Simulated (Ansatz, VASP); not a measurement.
**TaNbO in VASP and in Ansatz**

INCAR

```
  ALGO = Normal
  EDIFF = 1E-6
  EDIFFG = -0.01
  ENCUT = 600
  GGA = PE
  IBRION = 2
  ISIF = 3
  ISMEAR = 0
  LASPH = T
  LCHARG = F
  LREAL = F
  LWAVE = F
  NELM = 80
  NSW = 100
  PREC = Accurate
  SIGMA = 0.1
```

KPOINTS

```
k-points
0
Gamma
  14 14 14
```

POSCAR

```
TaNbO
1.0
   -2.6158458931      2.6158458931      1.9464112778
    2.6158458931     -2.6158458931      1.9464112778
    2.6158458931      2.6158458931     -1.9464112778
Ta Nb O
1 1 1
Direct
    0.2500000000      0.7500000000      0.5000000000
    0.5000000000      0.5000000000      0.0000000000
    0.7500000000      0.2500000000      0.5000000000
```

Input for Ansatz:

```yaml
crystal:
  lattice:
    - [-2.6158458931, 2.6158458931, 1.9464112778]
    - [2.6158458931, -2.6158458931, 1.9464112778]
    - [2.6158458931, 2.6158458931, -1.9464112778]
  atoms:
    - { symbol: Ta, position: [0.25, 0.75, 0.5] }
    - { symbol: Nb, position: [0.5, 0.5, 0.0] }
    - { symbol: O, position: [0.75, 0.25, 0.5] }
basis:
  ecutwfc: 420
kpoints:
  mp_grid: { grid: [14, 14, 14] }
hamiltonian:
  xc: pbe
scf:
  occupations: { method: gaussian, width: 0.1 }
output:
  forces: true
  stress: true
  eigenvalues: true
relax:
  adjacent_minimum: "off"
  f_tol: 0.01
  max_steps: 80
  cell: { stress_tol: 0.05 }
```

Alike in both runs: task relaxation of cell and atoms; functional PBE; k mesh 14 × 14 × 14; occupations gaussian, width 0.1 eV; no spin polarisation.

|  | VASP | Ansatz |
| --- | --- | --- |
| version | VASP 6.6.1 | Ansatz 0.2.0 |
| potentials or method | VASP PAW PBE potentials, release 64 (Ta_pv, Nb_sv, O), cutoff 600 eV | scalar-relativistic, plane waves, PAW |
| valence electrons in the cell | 30 | 32 |

Ansatz gave:

```
gap on the k mesh at the Fermi level, each at its own relaxed structure (eV) : none
relaxed volume (Å³/atom)                                                     : 17.74
relaxed cell length with the largest relative difference (Å)                 : 4.179
```

What did VASP give for the same quantities?

gap on the k mesh at the Fermi level, each at its own relaxed structure (eV): none; relaxed volume (Å³/atom): 17.73; relaxed cell length with the largest relative difference (Å): 4.176.

A gap of «none» marks a metal or a gap that the smearing closes. VASP's potentials hold 30 valence electrons a cell and Ansatz's 32, so a difference there can come from the potentials and not from the codes.

Spin-orbit coupling is off throughout.
